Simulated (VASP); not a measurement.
# PbF2 (R3m) in VASP: single point with PBEsol

Aim: the single point of PbF2 with PBEsol.

Program: VASP 6.6.1. These are calculated values, not measurements. Logs are shortened: lines on timing, memory, paths and dates and some standing lists are left out, and cuts for length are marked.

### 1 The cell of the first run

The structure is trigonal, space group R3m (No. 160). Conventional cell: a = 4.151 Å, b = 4.151 Å, c = 10.786 Å, α = 90.00°, β = 90.00°, γ = 120.00°. Within 3.0 Å of Pb (site symmetry 3m) lie 8 F at 2.24 to 2.76 Å. F (site symmetry 3m) has 4 Pb at 2.54 to 2.62 Å and 3 F at 2.67 Å within 3.4 Å. F (site symmetry 3m) has 4 Pb at 2.24 to 2.76 Å and 3 F at 2.67 Å within 3.0 Å.

### 2 Single point, PBEsol (strained and its atoms moved)

The input, INCAR:

```
SYSTEM = PbF2
ALGO = Normal
EDIFF = 1E-6
ENCUT = 520
GGA = PS
ISIF = 2
ISMEAR = 0
LASPH = .TRUE.
LCHARG = .FALSE.
LREAL = .FALSE.
LWAVE = .FALSE.
NBANDS = 21
NELM = 100
PREC = Accurate
SIGMA = 0.02
```

The input, KPOINTS:

```
k-points
0
G
  8 8 8
  0 0 0
```

The input, POSCAR:

```
PbF2
1.0
    0.1187940000      3.0543422325      3.0543422325
    3.0543422325      0.1187940000      3.0543422325
    3.0543422325      3.0543422325      0.1187940000
Pb F
1 2
Direct
   -0.0093336173     -0.0093336173     -0.0093336173
    0.2260236112      0.2260236112      0.2260236112
    0.7833100061      0.7833100061      0.7833100061
```

Potentials or basis: VASP PAW PBE potentials, release 64 (Pb_d, F).

Started as:

```sh
> cat potpaw_PBE.64/Pb_d/POTCAR potpaw_PBE.64/F/POTCAR > POTCAR
> mpirun -np 1 vasp_std > vasp.out
```

OUTCAR:

```text
SYSTEM = PbF2
   EDIFF = 1E-6
   ENCUT = 520
   GGA = PS
   ISIF = 2
   ISMEAR = 0
   LASPH = .TRUE.
   LREAL = .FALSE.
   NELM = 100
   PREC = Accurate

 ion  position               nearest neighbor table
   1  0.991  0.991  0.991-   3 2.24   2 2.54   2 2.62   2 2.62   2 2.62   3 2.76   3 2.76   3 2.76

   2  0.226  0.226  0.226-   1 2.54   1 2.62   1 2.62   1 2.62
   3  0.783  0.783  0.783-   1 2.24   1 2.76   1 2.76   1 2.76

  LATTYP: Found a trigonal (rhomboedric) cell.
 ALAT       =     4.3211254276
 COS(alpha) =     0.5384861957

  Lattice vectors:

 A1 = (   0.1187940000,   3.0543422325,   3.0543422325)
 A2 = (   3.0543422325,   0.1187940000,   3.0543422325)
 A3 = (   3.0543422325,   3.0543422325,   0.1187940000)

Analysis of symmetry for initial positions (statically):
=====================================================================
 Subroutine PRICEL returns:
 Original cell was already a primitive cell.

 Routine SETGRP: Setting up the symmetry group for a
 trigonal (rhombohedral) supercell.

 Subroutine GETGRP returns: Found  6 space group operations
 (whereof  6 operations were pure point group operations)
 out of a pool of 12 trial point group operations.

The static configuration has the point symmetry C_3v.

Analysis of symmetry for dynamics (positions and initial velocities):
=====================================================================
 Subroutine PRICEL returns:
 Original cell was already a primitive cell.

 Routine SETGRP: Setting up the symmetry group for a
 trigonal (rhombohedral) supercell.

 Subroutine GETGRP returns: Found  6 space group operations
 (whereof  6 operations were pure point group operations)
 out of a pool of 12 trial point group operations.

The dynamic configuration has the point symmetry C_3v.

 Subroutine INISYM returns: Found  6 space group operations
 (whereof  6 operations are pure point group operations),
 and found     1 'primitive' translations

----------------------------------------------------------------------------------------

                                     Primitive cell

  volume of cell :      53.6649

  direct lattice vectors                    reciprocal lattice vectors
     0.118794000  3.054342232  3.054342232    -0.173575036  0.167076836  0.167076836
     3.054342232  0.118794000  3.054342232     0.167076836 -0.173575036  0.167076836
     3.054342232  3.054342232  0.118794000     0.167076836  0.167076836 -0.173575036

  length of vectors
     4.321125428  4.321125428  4.321125428     0.293185319  0.293185319  0.293185319

  position of ions in fractional coordinates (direct lattice)
     0.990666383  0.990666383  0.990666383
     0.226023611  0.226023611  0.226023611
     0.783310006  0.783310006  0.783310006

  ion indices of the primitive-cell ions
   primitive index   ion index
                 1           1
                 2           2
                 3           3

----------------------------------------------------------------------------------------

 KPOINTS: k-points

Automatic generation of k-mesh.
 Grid dimensions read from file:
 generate k-points for:    8    8    8

 Generating k-lattice:

  Cartesian coordinates                     Fractional coordinates (reciprocal lattice)
    -0.021696879  0.020884605  0.020884605     0.125000000  0.000000000  0.000000000
     0.020884605 -0.021696879  0.020884605     0.000000000  0.125000000  0.000000000
     0.020884605  0.020884605 -0.021696879     0.000000000  0.000000000  0.125000000

  Length of vectors
     0.036648165  0.036648165  0.036648165

  Shift w.r.t. Gamma in fractional coordinates (k-lattice)
     0.000000000  0.000000000  0.000000000

 Subroutine IBZKPT returns following result:
 ===========================================

 Found     65 irreducible k-points:

 Following reciprocal coordinates:
            Coordinates               Weight
  0.000000  0.000000  0.000000      1.000000
  0.125000  0.000000 -0.000000      6.000000
  0.250000  0.000000 -0.000000      6.000000
  0.375000  0.000000  0.000000      6.000000
  0.500000  0.000000 -0.000000      3.000000
  0.125000  0.125000 -0.000000      6.000000
[... 16 lines left out ...]
  0.250000  0.125000  0.125000      6.000000
  0.375000  0.125000  0.125000      6.000000
 [... further k-points ...]
   k-points           NKPTS =     65   k-points in BZ     NKDIM =     65   number of bands    NBANDS=     21
   number of dos      NEDOS =    301   number of ions     NIONS =      3
   total plane-waves  NPLWV =  32768
   dimension x,y,z NGX =    32 NGY =   32 NGZ =   32
   dimension x,y,z NGXF=    64 NGYF=   64 NGZF=   64
   ions per type =               1   2
   NGX,Y,Z   is equivalent  to a cutoff of  12.31, 12.31, 12.31 a.u.
   NGXF,Y,Z  is equivalent  to a cutoff of  24.62, 24.62, 24.62 a.u.
 SYSTEM =  PbF2
   PREC   = accura    normal or accurate (medium, high low for compatibility)
   ISTART =      0    job   : 0-new  1-cont  2-samecut
   ICHARG =      2    charge: 1-file 2-atom 10-const
   ISPIN  =      1    spin polarized calculation?
   LNONCOLLINEAR =      F non collinear calculations
   LSORBIT =      F    spin-orbit coupling
   LASPH  =      T    aspherical Exc in radial PAW
   ENCUT  =  520.0 eV  38.22 Ry    6.18 a.u.   8.03  8.03  8.03*2*pi/ulx,y,z
   NELM   =    100;   NELMIN=  2; NELMDL= -5     # of ELM steps
   EDIFF  = 0.1E-05   stopping-criterion for ELM
   LREAL  =      F    real-space projection
   EDIFFG = 0.1E-04   stopping-criterion for IOM
   NSW    =      0    number of steps for IOM
   IBRION =     -1    ionic relax: 0-MD 1-quasi-New 2-CG
   NFREE  =      0    steps in history (QN), initial steepest desc. (CG)
   ISIF   =      2    stress and relaxation
   ISYM   =      2    0-nonsym 1-usesym 2-fastsym
   POTIM  = 0.5000    time-step for ionic-motion
   TEBEG  =    0.0;   TEEND  =   0.0 temperature during run
   PSTRESS=    0.0 pullay stress
   NELECT =      28.0000    total number of electrons
   NUPDOWN=      -1.0000    fix difference up-down
   EMIN   =  10.00;   EMAX   =-10.00  energy-range for DOS
   EFERMI =   0.00;   METHOD = LEGACY
   ISMEAR =     0;   SIGMA  =   0.02  broadening in eV -4-tet -1-fermi 0-gaus
   EFERMI_NEDOS =   21; number of points for ismear=-14 and -15
   IALGO  =     38    algorithm
   IMIX   =      4    mixing-type and parameters
     AMIX     =   0.40;   BMIX     =  1.00
     AMIX_MAG =   1.60;   BMIX_MAG =  1.00
  volume/ion in A,a.u.               =      17.89       120.72
  Fermi-wavevector in a.u.,A,eV,Ry     =   1.317945  2.490555 23.633034  1.736979
  Thomas-Fermi vector in A             =   2.447950
   LORBIT       =      0    0 simple, 1 ext, 2 COOP (PROOUT), +10 PAW based schemes
   GGA     = PS    functional components
   LHFCALC =     F    Hartree Fock is set to
   AEXX    =    0.0000 exact exchange contribution
   IVDW    =     0    specifies the selected vdW correction
   LEPSILON=     F    determine dielectric tensor
   LRPA    =     F    only Hartree local field effects (RPA)
 non-spin polarized calculation
 Gauss-broadening in eV      SIGMA  =   0.02
  energy-cutoff  :      520.00
  volume of cell :       53.66
 maximum number of plane-waves:      1472
   NGX = 17   NGY = 17   NGZ = 17

 number of electron      28.0000009 magnetization

 Free energy of the ion-electron system (eV)
  ---------------------------------------------------
  ext. energy  EPLUGINS =         0.00000000
  ---------------------------------------------------
  free energy    TOTEN  =       -14.52682033 eV

  energy without entropy =      -14.52682033  energy(sigma->0) =      -14.52682033

 E-fermi :   2.3092     XC(G=0):  -9.5048

 val. band max:        2.1039562563   @ k =   0.5000   0.5000   0.5000
 cond. band min:       5.3074216288   @ k =   0.5000   0.5000  -0.0000
 fundamental gap:      3.2034653725
 Fermi energy:         2.3092263629

 k-point     1 :       0.0000    0.0000    0.0000
  band No.  band energies     occupation
      1     -19.4421      2.00000
      2     -18.6567      2.00000
      3     -13.0339      2.00000
      4     -13.0339      2.00000
      5     -12.8998      2.00000
      6     -12.8998      2.00000
[... 13 lines left out ...]
     20      15.8565      0.00000
     21      17.2772      0.00000

 k-point     2 :       0.1250    0.0000   -0.0000
  band No.  band energies     occupation
      1     -19.4126      2.00000
      2     -18.6840      2.00000
      3     -13.0266      2.00000
      4     -13.0255      2.00000
      5     -12.9031      2.00000
      6     -12.9026      2.00000
[... 13 lines left out ...]
     20      15.8755      0.00000
     21      17.3881      0.00000

 k-point     3 :       0.2500    0.0000   -0.0000
  band No.  band energies     occupation
      1     -19.3349      2.00000
      2     -18.7546      2.00000
      3     -13.0188      2.00000
      4     -13.0053      2.00000
      5     -12.9092      2.00000
      6     -12.8925      2.00000
[... 13 lines left out ...]
     20      16.0582      0.00000
     21      17.1902      0.00000

 k-point     4 :       0.3750    0.0000    0.0000
  band No.  band energies     occupation
      1     -19.2419      2.00000
      2     -18.8388      2.00000
      3     -13.0189      2.00000
      4     -12.9850      2.00000
      5     -12.9158      2.00000
      6     -12.8803      2.00000
[... 13 lines left out ...]
     20      16.2262      0.00000
     21      16.4191      0.00000

 k-point     5 :       0.5000    0.0000   -0.0000
  band No.  band energies     occupation
      1     -19.1932      2.00000
      2     -18.8834      2.00000
      3     -13.0201      2.00000
      4     -12.9766      2.00000
      5     -12.9186      2.00000
      6     -12.8754      2.00000
[... 13 lines left out ...]
     20      15.8161      0.00000
     21      16.6284      0.00000
[... 382 lines left out ...]
     20      18.2985      0.00000
     21      18.3681      0.00000

 k-point    22 :       0.1250    0.1250    0.1250
  band No.  band energies     occupation
      1     -19.4163      2.00000
      2     -18.6780      2.00000
      3     -13.0333      2.00000
      4     -13.0333      2.00000
      5     -12.8945      2.00000
      6     -12.8945      2.00000
[... 13 lines left out ...]
     20      15.6451      0.00000
     21      16.7796      0.00000

 k-point    23 :       0.2500    0.1250    0.1250
  band No.  band energies     occupation
      1     -19.3740      2.00000
      2     -18.7151      2.00000
      3     -13.0292      2.00000
      4     -13.0251      2.00000
      5     -12.8991      2.00000
      6     -12.8876      2.00000
[... 13 lines left out ...]
     20      15.4450      0.00000
     21      16.8864      0.00000

 k-point    24 :       0.3750    0.1250    0.1250
  band No.  band energies     occupation
      1     -19.2952      2.00000
      2     -18.7845      2.00000
      3     -13.0242      2.00000
      4     -13.0050      2.00000
      5     -12.9056      2.00000
      6     -12.8777      2.00000
[... 13 lines left out ...]
     20      15.7023      0.00000
     21      17.5178      0.00000

 [... further k-points ...]

------------------------ aborting loop because EDIFF is reached ----------------------------------------

  FORCE on cell =-STRESS in cart. coord.  units (eV):
  Direction    XX          YY          ZZ          XY          YZ          ZX
  --------------------------------------------------------------------------------------
  -------------------------------------------------------------------------------------
  Total       -0.2845192     -0.2845192     -0.2845192      0.4619120      0.4619120      0.4619120
  in kB       -8.4943771     -8.4943771     -8.4943771     13.7904719     13.7904719     13.7904719
  external PRESSURE =      -8.4943771 kB  Pullay stress =       0.0000000 kB

 VOLUME and BASIS-vectors are now :
 -----------------------------------------------------------------------------
  energy-cutoff  :      520.00
  volume of cell :       53.66
      direct lattice vectors                 reciprocal lattice vectors
     0.118794000  3.054342232  3.054342232    -0.173575036  0.167076836  0.167076836
     3.054342232  0.118794000  3.054342232     0.167076836 -0.173575036  0.167076836
     3.054342232  3.054342232  0.118794000     0.167076836  0.167076836 -0.173575036

 POSITION                                       TOTAL-FORCE (eV/Angst)
 -----------------------------------------------------------------------------------
      6.16935      6.16935      6.16935         0.258912      0.258912      0.258912
      1.40756      1.40756      1.40756         0.706195      0.706195      0.706195
      4.87805      4.87805      4.87805        -0.965107     -0.965107     -0.965107
 -----------------------------------------------------------------------------------
    total drift:                               -0.000261     -0.000261     -0.000261

  FREE ENERGIE OF THE ION-ELECTRON SYSTEM (eV)
  ---------------------------------------------------
  free  energy   TOTEN  =       -14.5268203260 eV

  energy  without entropy=      -14.5268203260  energy(sigma->0) =      -14.52682033
```

It took 58 s on 1 thread of AMD EPYC 7R13 (Zen 3), shared host; peak memory 0.18 GiB.

What came out:

```yaml
Free_energy: -14.5268 eV
Pressure: -0.8 GPa
Largest_force: 1.672 eV/Å
Band_gap_on_the_k_mesh: 3.20 eV, indirect (least direct gap 3.88 eV)
```

Forces in eV/Å, atoms in the order of the input:
```
Pb   0.259  0.259  0.259
F    0.706  0.706  0.706
F   -0.965 -0.965 -0.965
```

Stress tensor (GPa, compression positive):
```
-0.85  1.38  1.38
 1.38 -0.85  1.38
 1.38  1.38 -0.85
```

Levels at points of the mesh, in eV from the valence-band top:
```csv
k point,band 10,band 11,band 12,band 13,band 14,band 15,band 16,band 17,band 18,band 19
"(0.00, 0.00, 0.00)",-3.00,-3.00,-2.78,-2.12,-2.12,5.76,5.76,7.01,9.64,13.75
"(0.50, 0.00, 0.00)",-3.49,-3.08,-2.36,-2.30,-0.94,3.78,5.73,8.06,11.31,12.22
"(0.50, 0.50, 0.00)",-3.91,-2.32,-1.96,-1.82,-0.68,3.20,6.53,7.54,8.17,13.17
"(0.50, 0.50, 0.50)",-3.31,-3.30,-2.19,-2.19,0.00,4.67,6.77,6.77,11.68,12.57
```

Caveat: the cell differs from its parent crystal (strained and its atoms moved); the PAW data sets were made with another functional, which shifts forces and pressure a little; spin-orbit coupling is left out, which moves the levels of the heavy elements. A k mesh can miss the band edges.
